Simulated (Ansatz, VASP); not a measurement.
Two plane-wave programs on Mg6F

The input INCAR:

```
PREC = Accurate
ENCUT = 520
EDIFF = 1E-7
ISMEAR = 0
SIGMA = 0.1
LREAL = False
LASPH = True
NELM = 60
ALGO = Normal
ISIF = 2
LWAVE = False
LCHARG = False
LDIPOL = True
IDIPOL = 3
DIPOL = 0.5 0.5 0.321
GGA = PE
NBANDS = 18
```

KPOINTS

```
regular mesh
0
Gamma
  9 4 1
```

POSCAR

```
Mg6F
1.0
    3.2034417932      0.0000000000      0.0000000000
   -1.6017208966      7.8153198520      0.0000000000
    0.0000000000      0.0000000000     20.9851131634
Mg F
6 1
Direct
    0.8493879956      0.6987759913      0.1906113143
    0.5210014932      0.0420029864      0.2197581863
    0.1926149907      0.3852299814      0.2489050583
    0.3710660944      0.7414803149      0.3283003664
    0.0426232582      0.0834482649      0.3542380799
    0.7128162912      0.4251093731      0.3805132287
    0.7128162912      0.9251093731      0.5249012992
```

Input for Ansatz:

```yaml
crystal:
  lattice:
    - [3.2034417932, 0.0, 0.0]
    - [-1.6017208966, 7.815319852, 0.0]
    - [0.0, 0.0, 20.9851131634]
  atoms:
    - { symbol: Mg, position: [0.8493879956, 0.6987759913, 0.1906113143] }
    - { symbol: Mg, position: [0.5210014932, 0.0420029864, 0.2197581863] }
    - { symbol: Mg, position: [0.1926149907, 0.3852299814, 0.2489050583] }
    - { symbol: Mg, position: [0.3710660944, 0.7414803149, 0.3283003664] }
    - { symbol: Mg, position: [0.0426232582, 0.0834482649, 0.3542380799] }
    - { symbol: Mg, position: [0.7128162912, 0.4251093731, 0.3805132287] }
    - { symbol: F, position: [0.7128162912, 0.9251093731, 0.5249012992] }
basis:
  ecutwfc: 420
kpoints:
  mp_grid: { grid: [9, 4, 1] }
hamiltonian:
  xc: pbe
scf:
  occupations: { method: gaussian, width: 0.1 }
output:
  forces: true
  eigenvalues: true
efield:
  axis: 3
  dipole_correction: true
  ramp_width: 0.04
```

Alike in both runs: task single point; functional PBE; k mesh 9 × 4 × 1; occupations gaussian, width 0.1 eV; no spin polarisation.

|  | VASP | Ansatz |
| --- | --- | --- |
| version | VASP 6.6.1 | Ansatz 0.2.0 |
| potentials or method | VASP PAW PBE potentials, release 64 (Mg, F), cutoff 520 eV | scalar-relativistic, plane waves, PAW |
| valence electrons in the cell | 19 | 67 |

|  | VASP | Ansatz | Ansatz less VASP |
| --- | --- | --- | --- |
| gap on the k mesh at the Fermi level (eV) | none | none | - |
| rms of the force components (eV/Å) | 0.205 | 0.206 | +0.0013 |

Atom by atom the forces differ by 0.003 eV/Å (rms over components). A gap of «none» marks a metal or a gap that the smearing closes. With one functional, cell and mesh, what is left measures potentials, basis and numerics. VASP's potentials hold 19 valence electrons a cell and Ansatz's 67, so a difference there can come from the potentials and not from the codes.
